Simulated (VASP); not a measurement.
# GaN (R3m) in VASP: single point with HSE06

Aim: the single point of GaN with HSE06.

Program: VASP 6.6.1. These are calculated values, not measurements. Logs are shortened: lines on timing, memory, paths and dates and some standing lists are left out, and cuts for length are marked.

## Step 1: The cell of the first run

The structure is trigonal, space group R3m (No. 160). Conventional cell: a = 3.180 Å, b = 3.180 Å, c = 7.385 Å, α = 90.00°, β = 90.00°, γ = 120.00°. Ga (site symmetry 3m) has 4 N at 1.90 to 1.92 Å within 2.5 Å. N (site symmetry 3m) has 4 Ga at 1.90 to 1.92 Å within 2.5 Å.

## Step 2: Single point, HSE06 (strain along [111] -5.2%)

Input file POSCAR:

```
GaN
1.0
   -0.0779636881      2.1709888534      2.1709888534
    2.1709888534     -0.0779636881      2.1709888534
    2.1709888534      2.1709888534     -0.0779636881
Ga N
1 1
Direct
   -0.0033551130     -0.0033551130     -0.0033551130
    0.2533551130      0.2533551130      0.2533551130
```

Input file INCAR.step1:

```
SYSTEM = GaN
PREC = Accurate
ENCUT = 520
EDIFF = 1E-5
ISMEAR = 0
SIGMA = 0.01
LREAL = .False.
LASPH = .True.
NELM = 80
ALGO = Normal
ISIF = 2
LWAVE = .True.
LCHARG = .False.
NBANDS = 16
GGA = PE
```

Input file INCAR.step2:

```
SYSTEM = GaN
PREC = Accurate
ENCUT = 520
EDIFF = 1E-6
ISMEAR = 0
SIGMA = 0.01
LREAL = .False.
LASPH = .True.
NELM = 80
ALGO = Normal
ISIF = 2
LWAVE = .False.
LCHARG = .False.
GGA = PE
LHFCALC = .True.
HFSCREEN = 0.2079
PRECFOCK = Normal
NBANDS = 16
ISTART = 1
```

Input file KPOINTS:

```
Automatic mesh
0
Gamma
  6 6 6
  0 0 0
```

Potentials or basis: VASP PAW PBE potentials, release 64 (Ga_d, N).

Started as:

```console
$ cat potpaw_PBE.64/Ga_d/POTCAR potpaw_PBE.64/N/POTCAR > POTCAR
$ cp INCAR.step1 INCAR
$ mpirun -np 1 vasp_std > vasp.out
$ cp INCAR.step2 INCAR
$ mpirun -np 1 vasp_std > vasp.out
```

OUTCAR:

```text
SYSTEM = GaN
   PREC = Accurate
   ENCUT = 520
   EDIFF = 1E-6
   ISMEAR = 0
   LREAL = .False.
   LASPH = .True.
   NELM = 80
   ISIF = 2
   GGA = PE
   LHFCALC = .True.
   HFSCREEN = 0.2079
   PRECFOCK = Normal
   ISTART = 1

 ion  position               nearest neighbor table
   1  0.997  0.997  0.997-   2 1.90   2 1.92   2 1.92   2 1.92
   2  0.253  0.253  0.253-   1 1.90   1 1.92   1 1.92   1 1.92

  LATTYP: Found a trigonal (rhomboedric) cell.
 ALAT       =     3.0712315998
 COS(alpha) =     0.4637893364

  Lattice vectors:

 A1 = (  -0.0779636881,   2.1709888534,   2.1709888534)
 A2 = (   2.1709888534,  -0.0779636881,   2.1709888534)
 A3 = (   2.1709888534,   2.1709888534,  -0.0779636881)

Analysis of symmetry for initial positions (statically):
=====================================================================
 Subroutine PRICEL returns:
 Original cell was already a primitive cell.

 Routine SETGRP: Setting up the symmetry group for a
 trigonal (rhombohedral) supercell.

 Subroutine GETGRP returns: Found  6 space group operations
 (whereof  6 operations were pure point group operations)
 out of a pool of 12 trial point group operations.

The static configuration has the point symmetry C_3v.

Analysis of symmetry for dynamics (positions and initial velocities):
=====================================================================
 Subroutine PRICEL returns:
 Original cell was already a primitive cell.

 Routine SETGRP: Setting up the symmetry group for a
 trigonal (rhombohedral) supercell.

 Subroutine GETGRP returns: Found  6 space group operations
 (whereof  6 operations were pure point group operations)
 out of a pool of 12 trial point group operations.

The dynamic configuration has the point symmetry C_3v.

 Subroutine INISYM returns: Found  6 space group operations
 (whereof  6 operations are pure point group operations),
 and found     1 'primitive' translations

----------------------------------------------------------------------------------------

                                     Primitive cell

  volume of cell :      21.5665

  direct lattice vectors                    reciprocal lattice vectors
    -0.077963688  2.170988853  2.170988853    -0.218260696  0.226390750  0.226390750
     2.170988853 -0.077963688  2.170988853     0.226390750 -0.218260696  0.226390750
     2.170988853  2.170988853 -0.077963688     0.226390750  0.226390750 -0.218260696

  length of vectors
     3.071231600  3.071231600  3.071231600     0.387483258  0.387483258  0.387483258

  position of ions in fractional coordinates (direct lattice)
     0.996644887  0.996644887  0.996644887
     0.253355113  0.253355113  0.253355113

  ion indices of the primitive-cell ions
   primitive index   ion index
                 1           1
                 2           2

----------------------------------------------------------------------------------------

 KPOINTS: Automatic mesh

Automatic generation of k-mesh.
 Grid dimensions read from file:
 generate k-points for:    6    6    6

 Generating k-lattice:

  Cartesian coordinates                     Fractional coordinates (reciprocal lattice)
    -0.036376783  0.037731792  0.037731792     0.166666667  0.000000000  0.000000000
     0.037731792 -0.036376783  0.037731792     0.000000000  0.166666667  0.000000000
     0.037731792  0.037731792 -0.036376783     0.000000000  0.000000000  0.166666667

  Length of vectors
     0.064580543  0.064580543  0.064580543

  Shift w.r.t. Gamma in fractional coordinates (k-lattice)
     0.000000000  0.000000000  0.000000000

 Subroutine IBZKPT returns following result:
 ===========================================

 Found     32 irreducible k-points:

 Following reciprocal coordinates:
            Coordinates               Weight
  0.000000  0.000000  0.000000      1.000000
  0.166667  0.000000 -0.000000      6.000000
  0.333333  0.000000  0.000000      6.000000
  0.500000  0.000000 -0.000000      3.000000
  0.166667  0.166667 -0.000000      6.000000
  0.333333  0.166667  0.000000     12.000000
[... 16 lines left out ...]
  0.500000  0.500000  0.166667      6.000000
 -0.333333  0.500000  0.166667     12.000000
 [... further k-points ...]
   k-points           NKPTS =     32   k-points in BZ     NKDIM =    216   number of bands    NBANDS=     16
   number of dos      NEDOS =    301   number of ions     NIONS =      2
   total plane-waves  NPLWV =  13824
   dimension x,y,z NGX =    24 NGY =   24 NGZ =   24
   dimension x,y,z NGXF=    48 NGYF=   48 NGZF=   48
   ions per type =               1   1
   NGX,Y,Z   is equivalent  to a cutoff of  12.99, 12.99, 12.99 a.u.
   NGXF,Y,Z  is equivalent  to a cutoff of  25.98, 25.98, 25.98 a.u.
 SYSTEM =  GaN
   PREC   = accura    normal or accurate (medium, high low for compatibility)
   ISTART =      1    job   : 0-new  1-cont  2-samecut
   ICHARG =      0    charge: 1-file 2-atom 10-const
   ISPIN  =      1    spin polarized calculation?
   LNONCOLLINEAR =      F non collinear calculations
   LSORBIT =      F    spin-orbit coupling
   LASPH  =      T    aspherical Exc in radial PAW
   ENCUT  =  520.0 eV  38.22 Ry    6.18 a.u.   5.71  5.71  5.71*2*pi/ulx,y,z
   NELM   =     80;   NELMIN=  2; NELMDL=  0     # of ELM steps
   EDIFF  = 0.1E-05   stopping-criterion for ELM
   LREAL  =      F    real-space projection
   EDIFFG = 0.1E-04   stopping-criterion for IOM
   NSW    =      0    number of steps for IOM
   IBRION =     -1    ionic relax: 0-MD 1-quasi-New 2-CG
   NFREE  =      0    steps in history (QN), initial steepest desc. (CG)
   ISIF   =      2    stress and relaxation
   ISYM   =      3    0-nonsym 1-usesym 2-fastsym
   POTIM  = 0.5000    time-step for ionic-motion
   TEBEG  =    0.0;   TEEND  =   0.0 temperature during run
   PSTRESS=    0.0 pullay stress
   NELECT =      18.0000    total number of electrons
   NUPDOWN=      -1.0000    fix difference up-down
   EMIN   =  10.00;   EMAX   =-10.00  energy-range for DOS
   EFERMI =   0.00;   METHOD = LEGACY
   ISMEAR =     0;   SIGMA  =   0.01  broadening in eV -4-tet -1-fermi 0-gaus
   EFERMI_NEDOS =   21; number of points for ismear=-14 and -15
   IALGO  =     38    algorithm
   IMIX   =      1    mixing-type and parameters
     AMIX     =   0.40;   BMIX     =  1.00
     AMIX_MAG =   1.60;   BMIX_MAG =  1.00
  volume/ion in A,a.u.               =      10.78        72.77
  Fermi-wavevector in a.u.,A,eV,Ry     =   1.541367  2.912760 32.324869  2.375811
  Thomas-Fermi vector in A             =   2.647323
   LORBIT       =      0    0 simple, 1 ext, 2 COOP (PROOUT), +10 PAW based schemes
   GGA     = PE    functional components
   LHFCALC =     T    Hartree Fock is set to
   PRECFOCK=normal    Normal, Fast or Accurate (Low or Medium for compatibility)
   ENCUT4O =  -1.0   cutoff for four orbital integrals eV
   NKREDX  =     1    reduce k-point grid by
   NKREDY  =     1    reduce k-point grid by
   NKREDZ  =     1    reduce k-point grid by
   AEXX    =    0.2500 exact exchange contribution
   HFSCREEN=    0.2079 screening length (either q_TF or 0.3 A-1)
   HFSCREENC=   0.2079 screening length for correlation (either q_TF or 0.3 A-1)
   ENCUTFOCK=  -1.0 apply spherical cutoff to Coloumb kernel
   IVDW    =     0    specifies the selected vdW correction
   LEPSILON=     F    determine dielectric tensor
   LRPA    =     F    only Hartree local field effects (RPA)
 non-spin polarized calculation
 Gauss-broadening in eV      SIGMA  =   0.01
  energy-cutoff  :      520.00
  volume of cell :       21.57
 maximum number of plane-waves:       590
  NGX = 18; NGY = 18; NGZ = 18

 number of electron      18.0000003 magnetization

 Free energy of the ion-electron system (eV)
  ---------------------------------------------------
  ext. energy  EPLUGINS =         0.00000000
  ---------------------------------------------------
  free energy    TOTEN  =       -14.65447488 eV

  energy without entropy =      -14.65447488  energy(sigma->0) =      -14.65447488

 E-fermi :   5.5213     XC(G=0):  -9.8136

 val. band max:        5.3300672841   @ k =   0.0000   0.0000   0.0000
 cond. band min:       8.4404455109   @ k =   0.0000   0.0000   0.0000
 fundamental gap:      3.1103782267
 Fermi energy:         5.5213248464

 k-point     1 :       0.0000    0.0000    0.0000
  band No.  band energies     occupation
      1     -12.8672      2.00000
      2     -10.5081      2.00000
      3     -10.5081      2.00000
      4     -10.4828      2.00000
      5     -10.1237      2.00000
      6     -10.1237      2.00000
[... 8 lines left out ...]
     15      25.9232      0.00000
     16      25.9232      0.00000

 k-point     2 :       0.1667    0.0000   -0.0000
  band No.  band energies     occupation
      1     -12.5715      2.00000
      2     -10.4731      2.00000
      3     -10.4502      2.00000
      4     -10.3381      2.00000
      5     -10.1267      2.00000
      6     -10.1217      2.00000
[... 8 lines left out ...]
     15      24.0742      0.00000
     16      24.5473      0.00000

 k-point     3 :       0.3333    0.0000    0.0000
  band No.  band energies     occupation
      1     -12.1309      2.00000
      2     -10.4236      2.00000
      3     -10.4000      2.00000
      4     -10.1100      2.00000
      5     -10.0993      2.00000
      6      -9.5031      2.00000
[... 8 lines left out ...]
     15      24.3042      0.00000
     16      25.8462      0.00000

 k-point     4 :       0.5000    0.0000   -0.0000
  band No.  band energies     occupation
      1     -12.0108      2.00000
      2     -10.4118      2.00000
      3     -10.3882      2.00000
      4     -10.0876      2.00000
      5     -10.0711      2.00000
      6      -8.5898      2.00000
[... 8 lines left out ...]
     15      26.5588      0.00000
     16      28.3102      0.00000

 k-point     5 :       0.1667    0.1667   -0.0000
  band No.  band energies     occupation
      1     -12.4699      2.00000
      2     -10.4262      2.00000
      3     -10.4204      2.00000
      4     -10.3449      2.00000
      5     -10.1260      2.00000
      6     -10.1033      2.00000
[... 8 lines left out ...]
     15      27.7262      0.00000
     16      27.9296      0.00000

 k-point     6 :       0.3333    0.1667    0.0000
  band No.  band energies     occupation
      1     -12.1094      2.00000
      2     -10.3908      2.00000
      3     -10.3537      2.00000
      4     -10.2193      2.00000
      5     -10.0813      2.00000
      6      -9.5984      2.00000
[... 8 lines left out ...]
     15      26.8267      0.00000
     16      27.7922      0.00000
[... 267 lines left out ...]
 k-point    21 :      -0.3333    0.3333    0.1667
  band No.  band energies     occupation
      1     -11.8871      2.00000
      2     -10.3587      2.00000
      3     -10.2850      2.00000
      4     -10.1607      2.00000
      5     -10.1066      2.00000
      6      -7.9289      2.00000
[... 8 lines left out ...]
     15      26.2121      0.00000
     16      31.1235      0.00000

 k-point    22 :      -0.1667    0.3333    0.1667
  band No.  band energies     occupation
      1     -11.9433      2.00000
      2     -10.3486      2.00000
      3     -10.3182      2.00000
      4     -10.1962      2.00000
      5     -10.0875      2.00000
      6      -8.7161      2.00000
[... 8 lines left out ...]
     15      27.5216      0.00000
     16      30.2043      0.00000

 k-point    23 :       0.5000    0.5000    0.1667
  band No.  band energies     occupation
      1     -11.8875      2.00000
      2     -10.3537      2.00000
      3     -10.2264      2.00000
      4     -10.2068      2.00000
      5     -10.0532      2.00000
      6      -8.0721      2.00000
[... 8 lines left out ...]
     15      30.1451      0.00000
     16      30.5020      0.00000

 k-point    24 :      -0.3333    0.5000    0.1667
  band No.  band energies     occupation
      1     -11.8646      2.00000
      2     -10.3402      2.00000
      3     -10.2721      2.00000
      4     -10.1470      2.00000
      5     -10.0826      2.00000
      6      -7.7169      2.00000
[... 8 lines left out ...]
     15      28.2131      0.00000
     16      30.9498      0.00000

 [... further k-points ...]

------------------------ aborting loop because EDIFF is reached ----------------------------------------

  FORCE on cell =-STRESS in cart. coord.  units (eV):
  Direction    XX          YY          ZZ          XY          YZ          ZX
  --------------------------------------------------------------------------------------
  -------------------------------------------------------------------------------------
  Total        1.5512748      1.5512748      1.5512748      0.7812478      0.7812478      0.7812478
  in kB      115.2444755    115.2444755    115.2444755     58.0390345     58.0390345     58.0390345
  external PRESSURE =     115.2444755 kB  Pullay stress =       0.0000000 kB

 VOLUME and BASIS-vectors are now :
 -----------------------------------------------------------------------------
  energy-cutoff  :      520.00
  volume of cell :       21.57
      direct lattice vectors                 reciprocal lattice vectors
    -0.077963688  2.170988853  2.170988853    -0.218260696  0.226390750  0.226390750
     2.170988853 -0.077963688  2.170988853     0.226390750 -0.218260696  0.226390750
     2.170988853  2.170988853 -0.077963688     0.226390750  0.226390750 -0.218260696

 POSITION                                       TOTAL-FORCE (eV/Angst)
 -----------------------------------------------------------------------------------
      4.24971      4.24971      4.24971         0.006642      0.006642      0.006642
      1.08031      1.08031      1.08031        -0.006642     -0.006642     -0.006642
 -----------------------------------------------------------------------------------
    total drift:                                0.000244      0.000244      0.000231

  FREE ENERGIE OF THE ION-ELECTRON SYSTEM (eV)
  ---------------------------------------------------
  free  energy   TOTEN  =       -14.6544748777 eV

  energy  without entropy=      -14.6544748777  energy(sigma->0) =      -14.65447488
```

Run time: 1.6 h. Hardware: 1 thread of Intel Xeon 8259CL, shared host; peak memory 0.26 GiB.

What came out:

```
Free energy            : -14.6545 eV
Pressure               : 11.5 GPa
Largest force          : 0.012 eV/Å
Band gap on the k mesh : 3.11 eV
```

Forces in eV/Å, atoms in the order of the input:
```
Ga   0.007  0.007  0.007
N   -0.007 -0.007 -0.007
```

Stress tensor (GPa, compression positive):
```
11.52  5.80  5.80
 5.80 11.52  5.80
 5.80  5.80 11.52
```

Caveat: the cell differs from its parent crystal (strain along [111] -5.2%); the cell stands under pressure; the structure was generated, so it needn't be the stable form of GaN; the PAW data sets were made with another functional, which shifts forces and pressure a little.
